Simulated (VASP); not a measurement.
# HfSi3 (Fm-3m) in VASP: further runs

Runs on HfSi3. Level: PBE. Tasks: single point, relaxation of cell and atoms.

All numbers are computed with VASP 6.6.1; they aren't measurements. Logs are shortened: lines on timing, memory, paths and dates and some standing lists are left out, and cuts for length are marked.

## Step 1: The cell of the first run

The structure is cubic, space group Fm-3m (No. 225). The conventional cell has a = 6.480 Å, b = 6.480 Å, c = 6.480 Å, α = 90.00°, β = 90.00°, γ = 90.00°. Within 3.7 Å of Hf (site symmetry m-3m) lie 14 Si at 2.81 to 3.24 Å. Si (site symmetry m-3m) has 8 Si at 2.81 Å and 6 Hf at 3.24 Å within 3.7 Å. Within 3.7 Å of Si (site symmetry -43m) lie 4 Hf at 2.81 Å and 10 Si at 2.81 to 3.24 Å.

## Step 2: Single point, PBE

Contents of INCAR:

```
PREC = Accurate
ENCUT = 520
EDIFF = 1E-6
ISMEAR = 0
SIGMA = 0.1
LREAL = False
LASPH = True
NELM = 60
ALGO = Normal
ISIF = 2
LWAVE = False
LCHARG = False
GGA = PE
NBANDS = 19
```

Contents of KPOINTS:

```
Automatic mesh
0
Gamma
  4 4 4
```

Contents of POSCAR:

```
HfSi3
1.0
    0.0000000000      3.2402073931      3.2402073931
    3.2402073931      0.0000000000      3.2402073931
    3.2402073931      3.2402073931      0.0000000000
Hf Si
1 3
Direct
    0.5000000000      0.5000000000      0.5000000000
    0.0000000000      0.0000000000      0.0000000000
    0.7500000000      0.7500000000      0.7500000000
    0.2500000000      0.2500000000      0.2500000000
```

Potentials or basis: VASP PAW PBE potentials, release 64 (Hf_pv, Si).

On the command line:

```bash
cat potpaw_PBE.64/Hf_pv/POTCAR potpaw_PBE.64/Si/POTCAR > POTCAR
mpirun -np 1 vasp_std > vasp.out
```

OUTCAR:

```text
PREC = Accurate
   ENCUT = 520
   EDIFF = 1E-6
   ISMEAR = 0
   LREAL = False
   LASPH = True
   NELM = 60
   ISIF = 2
   GGA = PE

 ion  position               nearest neighbor table
   1  0.500  0.500  0.500-   4 2.81   4 2.81   4 2.81   3 2.81   3 2.81   3 2.81   4 2.81   3 2.81
                             2 3.24   2 3.24   2 3.24   2 3.24   2 3.24   2 3.24
   2  0.000  0.000  0.000-   3 2.81   3 2.81   3 2.81   4 2.81   4 2.81   4 2.81   4 2.81   3 2.81
                             1 3.24   1 3.24   1 3.24   1 3.24   1 3.24   1 3.24
   3  0.750  0.750  0.750-   1 2.81   1 2.81   1 2.81   2 2.81   2 2.81   2 2.81   2 2.81   1 2.81

   4  0.250  0.250  0.250-   2 2.81   2 2.81   2 2.81   1 2.81   1 2.81   1 2.81   2 2.81   1 2.81

  LATTYP: Found a face centered cubic cell.
 ALAT       =     6.4804147862

  Lattice vectors:

 A1 = (   0.0000000000,   3.2402073931,   3.2402073931)
 A2 = (   3.2402073931,   0.0000000000,   3.2402073931)
 A3 = (   3.2402073931,   3.2402073931,   0.0000000000)

Analysis of symmetry for initial positions (statically):
=====================================================================
 Subroutine PRICEL returns:
 Original cell was already a primitive cell.

 Routine SETGRP: Setting up the symmetry group for a
 face centered cubic supercell.

 Subroutine GETGRP returns: Found 48 space group operations
 (whereof 48 operations were pure point group operations)
 out of a pool of 48 trial point group operations.

The static configuration has the point symmetry O_h .

Analysis of symmetry for dynamics (positions and initial velocities):
=====================================================================
 Subroutine PRICEL returns:
 Original cell was already a primitive cell.

 Routine SETGRP: Setting up the symmetry group for a
 face centered cubic supercell.

 Subroutine GETGRP returns: Found 48 space group operations
 (whereof 48 operations were pure point group operations)
 out of a pool of 48 trial point group operations.

The dynamic configuration has the point symmetry O_h .

 Subroutine INISYM returns: Found 48 space group operations
 (whereof 48 operations are pure point group operations),
 and found     1 'primitive' translations

----------------------------------------------------------------------------------------

                                     Primitive cell

  volume of cell :      68.0375

  direct lattice vectors                    reciprocal lattice vectors
     0.000000000  3.240207393  3.240207393    -0.154311110  0.154311110  0.154311110
     3.240207393  0.000000000  3.240207393     0.154311110 -0.154311110  0.154311110
     3.240207393  3.240207393  0.000000000     0.154311110  0.154311110 -0.154311110

  length of vectors
     4.582345240  4.582345240  4.582345240     0.267274683  0.267274683  0.267274683

  position of ions in fractional coordinates (direct lattice)
     0.500000000  0.500000000  0.500000000
     0.000000000  0.000000000  0.000000000
     0.750000000  0.750000000  0.750000000
     0.250000000  0.250000000  0.250000000

  ion indices of the primitive-cell ions
   primitive index   ion index
                 1           1
                 2           2
                 3           3
                 4           4

----------------------------------------------------------------------------------------

 KPOINTS: Automatic mesh

Automatic generation of k-mesh.
 Grid dimensions read from file:
 generate k-points for:    4    4    4

 Generating k-lattice:

  Cartesian coordinates                     Fractional coordinates (reciprocal lattice)
    -0.038577778  0.038577778  0.038577778     0.250000000  0.000000000  0.000000000
     0.038577778 -0.038577778  0.038577778     0.000000000  0.250000000  0.000000000
     0.038577778  0.038577778 -0.038577778     0.000000000  0.000000000  0.250000000

  Length of vectors
     0.066818671  0.066818671  0.066818671

  Shift w.r.t. Gamma in fractional coordinates (k-lattice)
     0.000000000  0.000000000  0.000000000

 Subroutine IBZKPT returns following result:
 ===========================================

 Found      8 irreducible k-points:

 Following reciprocal coordinates:
            Coordinates               Weight
  0.000000  0.000000  0.000000      1.000000
  0.250000  0.000000  0.000000      8.000000
  0.500000  0.000000  0.000000      4.000000
  0.250000  0.250000  0.000000      6.000000
  0.500000  0.250000  0.000000     24.000000
 -0.250000  0.250000  0.000000     12.000000
  0.500000  0.500000  0.000000      3.000000
 -0.250000  0.500000  0.250000      6.000000
   k-points           NKPTS =      8   k-points in BZ     NKDIM =      8   number of bands    NBANDS=     19
   number of dos      NEDOS =    301   number of ions     NIONS =      4
   total plane-waves  NPLWV =  46656
   dimension x,y,z NGX =    36 NGY =   36 NGZ =   36
   dimension x,y,z NGXF=    72 NGYF=   72 NGZF=   72
   ions per type =               1   3
   NGX,Y,Z   is equivalent  to a cutoff of  13.06, 13.06, 13.06 a.u.
   NGXF,Y,Z  is equivalent  to a cutoff of  26.12, 26.12, 26.12 a.u.
 SYSTEM =  unknown system
   PREC   = accura    normal or accurate (medium, high low for compatibility)
   ISTART =      0    job   : 0-new  1-cont  2-samecut
   ICHARG =      2    charge: 1-file 2-atom 10-const
   ISPIN  =      1    spin polarized calculation?
   LNONCOLLINEAR =      F non collinear calculations
   LSORBIT =      F    spin-orbit coupling
   LASPH  =      T    aspherical Exc in radial PAW
   ENCUT  =  520.0 eV  38.22 Ry    6.18 a.u.   8.52  8.52  8.52*2*pi/ulx,y,z
   NELM   =     60;   NELMIN=  2; NELMDL= -5     # of ELM steps
   EDIFF  = 0.1E-05   stopping-criterion for ELM
   LREAL  =      F    real-space projection
   EDIFFG = 0.1E-04   stopping-criterion for IOM
   NSW    =      0    number of steps for IOM
   IBRION =     -1    ionic relax: 0-MD 1-quasi-New 2-CG
   NFREE  =      0    steps in history (QN), initial steepest desc. (CG)
   ISIF   =      2    stress and relaxation
   ISYM   =      2    0-nonsym 1-usesym 2-fastsym
   POTIM  = 0.5000    time-step for ionic-motion
   TEBEG  =    0.0;   TEEND  =   0.0 temperature during run
   PSTRESS=    0.0 pullay stress
   NELECT =      22.0000    total number of electrons
   NUPDOWN=      -1.0000    fix difference up-down
   EMIN   =  10.00;   EMAX   =-10.00  energy-range for DOS
   EFERMI =   0.00;   METHOD = LEGACY
   ISMEAR =     0;   SIGMA  =   0.10  broadening in eV -4-tet -1-fermi 0-gaus
   EFERMI_NEDOS =   21; number of points for ismear=-14 and -15
   IALGO  =     38    algorithm
   IMIX   =      4    mixing-type and parameters
     AMIX     =   0.40;   BMIX     =  1.00
     AMIX_MAG =   1.60;   BMIX_MAG =  1.00
  volume/ion in A,a.u.               =      17.01       114.78
  Fermi-wavevector in a.u.,A,eV,Ry     =   1.123655  2.123400 17.178718  1.262600
  Thomas-Fermi vector in A             =   2.260322
   LORBIT       =      0    0 simple, 1 ext, 2 COOP (PROOUT), +10 PAW based schemes
   GGA     = PE    functional components
   LHFCALC =     F    Hartree Fock is set to
   AEXX    =    0.0000 exact exchange contribution
   IVDW    =     0    specifies the selected vdW correction
   LEPSILON=     F    determine dielectric tensor
   LRPA    =     F    only Hartree local field effects (RPA)
 non-spin polarized calculation
 Gauss-broadening in eV      SIGMA  =   0.10
  energy-cutoff  :      520.00
  volume of cell :       68.04
 maximum number of plane-waves:      1850
 NGX is ok and might be reduce to    36
   NGX = 17   NGY = 17   NGZ = 17

 number of electron      21.9999999 magnetization

 Free energy of the ion-electron system (eV)
  ---------------------------------------------------
  ext. energy  EPLUGINS =         0.00000000
  ---------------------------------------------------
  free energy    TOTEN  =       -24.92581188 eV

  energy without entropy =      -24.90986956  energy(sigma->0) =      -24.91784072

 E-fermi :   7.9816     XC(G=0): -11.0748

 val. band max:        7.9218568864   @ k =   0.5000   0.0000   0.0000
 cond. band min:       7.9827775593   @ k =  -0.2500   0.5000   0.2500
 fundamental gap:      0.0609206729
 Fermi energy:         7.9816252168

 k-point     1 :       0.0000    0.0000    0.0000
  band No.  band energies     occupation
      1     -22.9680      2.00000
      2     -22.9680      2.00000
      3     -22.9680      2.00000
      4      -4.4564      2.00000
      5       3.7298      2.00000
      6       4.0730      2.00000
[... 11 lines left out ...]
     18      13.9365      0.00000
     19      13.9365      0.00000

 k-point     2 :       0.2500    0.0000    0.0000
  band No.  band energies     occupation
      1     -22.9796      2.00000
      2     -22.9697      2.00000
      3     -22.9697      2.00000
      4      -3.7564      2.00000
      5       0.9470      2.00000
      6       3.7066      2.00000
[... 11 lines left out ...]
     18      14.1044      0.00000
     19      14.1044      0.00000

 k-point     3 :       0.5000    0.0000    0.0000
  band No.  band energies     occupation
      1     -22.9910      2.00000
      2     -22.9713      2.00000
      3     -22.9713      2.00000
      4      -2.0652      2.00000
      5      -1.5502      2.00000
      6       3.3711      2.00000
[... 11 lines left out ...]
     18      13.1490      0.00000
     19      13.6212      0.00000

 k-point     4 :       0.2500    0.2500    0.0000
  band No.  band energies     occupation
      1     -22.9793      2.00000
      2     -22.9722      2.00000
      3     -22.9722      2.00000
      4      -3.5297      2.00000
      5       1.4190      2.00000
      6       2.0796      2.00000
[... 11 lines left out ...]
     18      14.0711      0.00000
     19      15.4713      0.00000

 k-point     5 :       0.5000    0.2500    0.0000
  band No.  band energies     occupation
      1     -22.9872      2.00000
      2     -22.9772      2.00000
      3     -22.9738      2.00000
      4      -2.0748      2.00000
      5      -0.4911      2.00000
      6       0.8838      2.00000
[... 11 lines left out ...]
     18      13.7164      0.00000
     19      14.0461      0.00000

 k-point     6 :      -0.2500    0.2500    0.0000
  band No.  band energies     occupation
      1     -22.9845      2.00000
      2     -22.9777      2.00000
      3     -22.9713      2.00000
      4      -2.6729      2.00000
      5       0.1941      2.00000
      6       0.7985      2.00000
[... 11 lines left out ...]
     18      12.6396      0.00000
     19      13.1121      0.00000

 k-point     7 :       0.5000    0.5000    0.0000
  band No.  band energies     occupation
      1     -22.9903      2.00000
      2     -22.9763      2.00000
      3     -22.9763      2.00000
      4      -1.2189      2.00000
      5      -0.9756      2.00000
      6       0.5803      2.00000
[... 11 lines left out ...]
     18      12.5812      0.00000
     19      12.5812      0.00000

 k-point     8 :      -0.2500    0.5000    0.2500
  band No.  band energies     occupation
      1     -22.9833      2.00000
      2     -22.9833      2.00000
      3     -22.9765      2.00000
      4      -0.9283      2.00000
      5      -0.4256      2.00000
      6      -0.4256      2.00000
[... 11 lines left out ...]
     18      13.8045      0.00000
     19      13.8045      0.00000

------------------------ aborting loop because EDIFF is reached ----------------------------------------

  FORCE on cell =-STRESS in cart. coord.  units (eV):
  Direction    XX          YY          ZZ          XY          YZ          ZX
  --------------------------------------------------------------------------------------
  -------------------------------------------------------------------------------------
  Total       -0.2012212     -0.2012212     -0.2012212      0.0000000      0.0000000     -0.0000000
  in kB       -4.7384445     -4.7384445     -4.7384445      0.0000000      0.0000000     -0.0000000
  external PRESSURE =      -4.7384445 kB  Pullay stress =       0.0000000 kB

 VOLUME and BASIS-vectors are now :
 -----------------------------------------------------------------------------
  energy-cutoff  :      520.00
  volume of cell :       68.04
      direct lattice vectors                 reciprocal lattice vectors
     0.000000000  3.240207393  3.240207393    -0.154311110  0.154311110  0.154311110
     3.240207393  0.000000000  3.240207393     0.154311110 -0.154311110  0.154311110
     3.240207393  3.240207393  0.000000000     0.154311110  0.154311110 -0.154311110

 POSITION                                       TOTAL-FORCE (eV/Angst)
 -----------------------------------------------------------------------------------
      3.24021      3.24021      3.24021         0.000000      0.000000      0.000000
      0.00000      0.00000      0.00000         0.000000      0.000000      0.000000
      4.86031      4.86031      4.86031         0.000000      0.000000      0.000000
      1.62010      1.62010      1.62010        -0.000000     -0.000000     -0.000000
 -----------------------------------------------------------------------------------
    total drift:                                0.000000      0.000000      0.000000

  FREE ENERGIE OF THE ION-ELECTRON SYSTEM (eV)
  ---------------------------------------------------
  free  energy   TOTEN  =       -24.9258118772 eV

  energy  without entropy=      -24.9098695565  energy(sigma->0) =      -24.91784072
```

Run time: 6.7 s. Hardware: 1 thread of AMD EPYC 9R45 (Zen 5), shared host; peak memory 0.17 GiB.

Results:

- Free energy: -24.9258 eV
- Pressure: -0.5 GPa
- Band gap on the k mesh: zero (band 11 reaches 8.12 eV, above the bottom of band 12 at 6.18 eV)

Levels at points of the mesh, in eV from the Fermi level:
```
           k point  band 9  band 10  band 11  band 12  band 13  band 14
(0.00, 0.00, 0.00)   -2.26    -1.80    -1.80    -1.80    -0.47    -0.47
(0.50, 0.00, 0.00)   -2.07    -1.45    -1.45    -0.06    -0.06     3.22
(0.50, 0.50, 0.00)   -3.18    -0.09    -0.09     1.04     2.56     3.66
```

Caveat: the k points lie up to 0.42 Å⁻¹ apart; spin-orbit coupling is left out, which moves the levels of the heavy elements.

## Step 3: Single point, PBE

This run uses another cell than the first one, of 19.54 Å³/atom, 1.149 times its volume.

Contents of INCAR:

```
PREC = Accurate
ENCUT = 520
EDIFF = 1E-6
ISMEAR = 0
SIGMA = 0.1
LREAL = F
LASPH = T
NELM = 60
ALGO = Normal
ISIF = 2
LWAVE = F
LCHARG = F
GGA = PE
NBANDS = 19
```

Contents of KPOINTS:

```
regular mesh
0
Gamma
  4 4 4
```

Contents of POSCAR:

```
HfSi3
1.0
    0.0000000000      3.3933861800      3.3933861800
    3.3933861800      0.0000000000      3.3933861800
    3.3933861800      3.3933861800      0.0000000000
Hf Si
1 3
Direct
    0.5000000000      0.5000000000      0.5000000000
    0.0000000000      0.0000000000      0.0000000000
    0.7500000000      0.7500000000      0.7500000000
    0.2500000000      0.2500000000      0.2500000000
```

Potentials or basis: VASP PAW PBE potentials, release 64 (Hf_pv, Si).

On the command line:

```bash
cat potpaw_PBE.64/Hf_pv/POTCAR potpaw_PBE.64/Si/POTCAR > POTCAR
mpirun -np 1 vasp_std > vasp.out
```

OUTCAR:

```text
PREC = Accurate
   ENCUT = 520
   EDIFF = 1E-6
   ISMEAR = 0
   LREAL = F
   LASPH = T
   NELM = 60
   ISIF = 2
   GGA = PE

 ion  position               nearest neighbor table
   1  0.500  0.500  0.500-   4 2.94   4 2.94   4 2.94   3 2.94   4 2.94   3 2.94   3 2.94   3 2.94
                             2 3.39   2 3.39   2 3.39   2 3.39   2 3.39   2 3.39
   2  0.000  0.000  0.000-   3 2.94   3 2.94   3 2.94   3 2.94   4 2.94   4 2.94   4 2.94   4 2.94
                             1 3.39   1 3.39   1 3.39   1 3.39   1 3.39   1 3.39
   3  0.750  0.750  0.750-   1 2.94   1 2.94   1 2.94   1 2.94   2 2.94   2 2.94   2 2.94   2 2.94

   4  0.250  0.250  0.250-   2 2.94   2 2.94   2 2.94   1 2.94   2 2.94   1 2.94   1 2.94   1 2.94

  LATTYP: Found a face centered cubic cell.
 ALAT       =     6.7867723600

  Lattice vectors:

 A1 = (   0.0000000000,   3.3933861800,   3.3933861800)
 A2 = (   3.3933861800,   0.0000000000,   3.3933861800)
 A3 = (   3.3933861800,   3.3933861800,   0.0000000000)

Analysis of symmetry for initial positions (statically):
=====================================================================
 Subroutine PRICEL returns:
 Original cell was already a primitive cell.
[... 158 lines left out ...]

 val. band max:        6.4894615002   @ k =   0.5000   0.5000   0.0000
 cond. band min:       6.5259927787   @ k =   0.2500   0.0000   0.0000
 fundamental gap:      0.0365312785
 Fermi energy:         6.5153405071

 k-point     1 :       0.0000    0.0000    0.0000
  band No.  band energies     occupation
      1     -24.8811      2.00000
      2     -24.8811      2.00000
      3     -24.8811      2.00000
      4      -4.8674      2.00000
      5       2.0133      2.00000
      6       3.2321      2.00000
[... 153 lines left out ...]
      6      -1.3173      2.00000
[... 11 lines left out ...]
     18      11.7767      0.00000
     19      11.7767      0.00000

------------------------ aborting loop because EDIFF is reached ----------------------------------------

  FORCE on cell =-STRESS in cart. coord.  units (eV):
  Direction    XX          YY          ZZ          XY          YZ          ZX
  --------------------------------------------------------------------------------------
  -------------------------------------------------------------------------------------
  Total       -4.9158133     -4.9158133     -4.9158133     -0.0000000     -0.0000000      0.0000000
  in kB     -100.7804073   -100.7804073   -100.7804073     -0.0000000     -0.0000000      0.0000000
  external PRESSURE =    -100.7804073 kB  Pullay stress =       0.0000000 kB

 VOLUME and BASIS-vectors are now :
 -----------------------------------------------------------------------------
  energy-cutoff  :      520.00
  volume of cell :       78.15
      direct lattice vectors                 reciprocal lattice vectors
     0.000000000  3.393386180  3.393386180    -0.147345446  0.147345446  0.147345446
     3.393386180  0.000000000  3.393386180     0.147345446 -0.147345446  0.147345446
     3.393386180  3.393386180  0.000000000     0.147345446  0.147345446 -0.147345446

 POSITION                                       TOTAL-FORCE (eV/Angst)
 -----------------------------------------------------------------------------------
      3.39339      3.39339      3.39339         0.000000     -0.000000      0.000000
      0.00000      0.00000      0.00000         0.000000     -0.000000      0.000000
      5.09008      5.09008      5.09008         0.000000      0.000000     -0.000000
      1.69669      1.69669      1.69669        -0.000000     -0.000000      0.000000
 -----------------------------------------------------------------------------------
    total drift:                                0.000000      0.000000      0.000000

  FREE ENERGIE OF THE ION-ELECTRON SYSTEM (eV)
  ---------------------------------------------------
  free  energy   TOTEN  =       -24.5542580976 eV

  energy  without entropy=      -24.5307321962  energy(sigma->0) =      -24.54249515
```

stdout:

```text
POSCAR found type information on POSCAR HfSi
 POSCAR found :  2 types and       4 ions
 scaLAPACK will be used
 LDA part: xc-table for (Slater+PW92), standard interpolation
 POSCAR, INCAR and KPOINTS ok, starting setup
 FFT: planning ... GRIDC
 FFT: planning ... GRID_SOFT
 FFT: planning ... GRID
 WAVECAR not read
 entering main loop
```

Run time: 8 s. Hardware: 1 thread of AMD EPYC 9R45 (Zen 5), shared host; peak memory 0.17 GiB.

What came out:

| Item | Value |
| --- | --- |
| Free energy | -24.5543 eV |
| Pressure | -10.1 GPa |
| Band gap on the k mesh | zero (band 11 reaches 6.76 eV, above the bottom of band 12 at 5.11 eV) |

Caveat: the k points lie up to 0.40 Å⁻¹ apart; spin-orbit coupling is left out, which moves the levels of the heavy elements.

(Part 1 of 2 ends here.)
